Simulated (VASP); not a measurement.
Runs of VASP 6.6.1 on BaTe. The structure is that of space group Fm-3m (No. 225), or close to it. The cells are those of the table. 

```tsv
cell	gap on the mesh (eV)	pressure (GPa)
a = 4.842 Å, angles 60.0°, 2 atoms	1.36	3.7
a = 4.997 Å, angles 60.0°, 2 atoms	1.58	0.3
a = 5.046 Å, angles 60.0°, 2 atoms	(c)	-0.5
a = 4.995 Å, angles 60.0°, 2 atoms	1.58	0.3
a = 4.946 Å, angles 60.0°, 2 atoms	1.51	(b)
a = 5.095 Å, angles 60.0°, 2 atoms	1.69	-1.2
a = 4.788 Å, angles 60.0°, 2 atoms	(a)	5.3
```

Alike in all rows: task single point; level PBE; potentials or basis VASP PAW PBE potentials, release 64 (Ba_sv, Te); no spin polarisation; k mesh 8 × 8 × 8; cutoff (eV) 520; smearing gaussian 0.02 eV.

Fill in the values left out.

(a) 1.27; (b) 1.2; (c) 1.64.

Caveats: spin-orbit coupling is left out, which moves the levels of the heavy elements; the cell stands under pressure (at least some runs).

A k mesh can miss the band edges, and the runs leave out spin-orbit coupling on Ba, Te.
